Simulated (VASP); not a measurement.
Wanted: the native input for a VASP 6.6.1 run.

```yaml
Task: single point
Functional: PBE
Potentials_or_basis: VASP PAW PBE potentials, release 64 (Ge_d, W_sv)
Cutoff: 520 eV
k_mesh: 8 × 8 × 8
Occupations: gaussian, width 0.1 eV
Spin: no spin polarisation
Dipole_correction: no
Further_INCAR_settings: ALGO = Normal; EDIFF = 1e-07; NBANDS = 43
```

The structure of Ge3W2 lies in POSCAR:

```
Ge3W2
1.0
    4.7255060641      0.0000000000      0.0000000000
    0.0000000000      4.7255060641      0.0000000000
    0.0000000000      0.0000000000      5.3437659696
Ge W
3 2
Direct
    0.0000000000      0.0000000000      0.7637513092
    0.0000000000      0.0000000000      0.2362486908
    0.5000000000      0.5000000000      0.5000000000
    0.0000000000      0.5000000000      0.5000000000
    0.5000000000      0.0000000000      0.5000000000
```

The cell was built from a structure type or drawn by symmetry, and may not be a known phase.

The input as run:

INCAR

```
SYSTEM = Ge3W2
ALGO = Normal ; EDIFF = 1E-7
ENCUT = 520 ; GGA = PE
ISIF = 2 ; ISMEAR = 0
LASPH = .True. ; LCHARG = .False.
LREAL = .False. ; LWAVE = .False.
NBANDS = 43 ; NELM = 100
PREC = Accurate ; SIGMA = 0.1
```

KPOINTS

```
k-points
0
Gamma
  8 8 8
  0 0 0
```

Potentials or basis: VASP PAW PBE potentials, release 64 (Ge_d, W_sv).

Launch:

```console
$ cat potpaw_PBE.64/Ge_d/POTCAR potpaw_PBE.64/W_sv/POTCAR > POTCAR
$ mpirun -np 1 vasp_std > vasp.out
```

Results of the run:

```yaml
Pressure: 0.1 GPa
Largest_force: 0.007 eV/Å
Band_gap_on_the_k_mesh: zero (bands 35 and 36 overlap by 0.83 eV)
```

Caveat: spin-orbit coupling is left out, which moves the levels of the heavy elements.

Run time: 8.6 min on 1 thread of Intel Xeon 8259CL, with other jobs on the host, peak memory 0.44 GiB.
